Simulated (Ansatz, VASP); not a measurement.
**One calculation of SrTe, two programs**

File INCAR:

```
PREC = Accurate ; ENCUT = 500
EDIFF = 1E-6 ; ISMEAR = -1
SIGMA = 0.02 ; LREAL = F
LASPH = T ; NELM = 120
ALGO = Normal ; ISIF = 2
LWAVE = F ; LCHARG = F
GGA = PE ; NBANDS = 15
GGA_COMPAT = F
```

The input KPOINTS:

```
Automatic mesh
0
Gamma
  6 6 6
```

File POSCAR:

```
SrTe
1.0
    0.0000000000      3.3526569095      3.3526569095
    3.3526569095      0.0000000000      3.3526569095
    3.3526569095      3.3526569095      0.0000000000
Sr Te
1 1
Direct
    0.0000000000      0.0000000000      0.0000000000
    0.5000000000      0.5000000000      0.5000000000
```

Input for Ansatz:

```yaml
crystal:
  lattice:
    - [0.0, 3.3526569095, 3.3526569095]
    - [3.3526569095, 0.0, 3.3526569095]
    - [3.3526569095, 3.3526569095, 0.0]
  atoms:
    - { symbol: Sr, position: [0.0, 0.0, 0.0] }
    - { symbol: Te, position: [0.5, 0.5, 0.5] }
kpoints:
  mp_grid: { grid: [6, 6, 6] }
  band_path:
    path:
      - [[0.0, 0.0, 0.0], [0.5, -2.962030174657e-17, 0.5], [0.625, 0.25, 0.625]]
      - [[0.375, 0.375, 0.75], [0.0, 0.0, 0.0], [0.5, 0.5, 0.5], [0.5, 0.25, 0.75], [0.5, -2.962030174657e-17, 0.5]]
    npoints: 10
hamiltonian:
  xc: pbe
scf:
  occupations: { method: fermi_dirac, width: 0.02 }
  n_extra_bands: 4
output:
  forces: true
  stress: true
  eigenvalues: true
```

Alike in both runs: task single point; functional PBE; k mesh 6 × 6 × 6; occupations fermi-dirac, width 0.02 eV; no spin polarisation.

|  | VASP | Ansatz |
| --- | --- | --- |
| version | VASP 6.6.1 | Ansatz 0.2.0 |
| potentials or method | VASP PAW PBE potentials, release 64 (Sr_sv, Te) | plane waves, PAW |
| plane-wave cutoff (eV) | 500 | 420 |
| valence electrons in the cell | 16 | 26 |

|  | VASP | Ansatz | Ansatz less VASP |
| --- | --- | --- | --- |
| gap on the k mesh at the Fermi level (eV) | 1.74 | 1.77 | +0.024 |
| pressure (GPa) | 0.3 | 0.2 | -0.09 |

VASP's potentials hold 16 valence electrons a cell and Ansatz's 26, so a difference there can come from the potentials and not from the codes.

Spin-orbit coupling is off throughout.
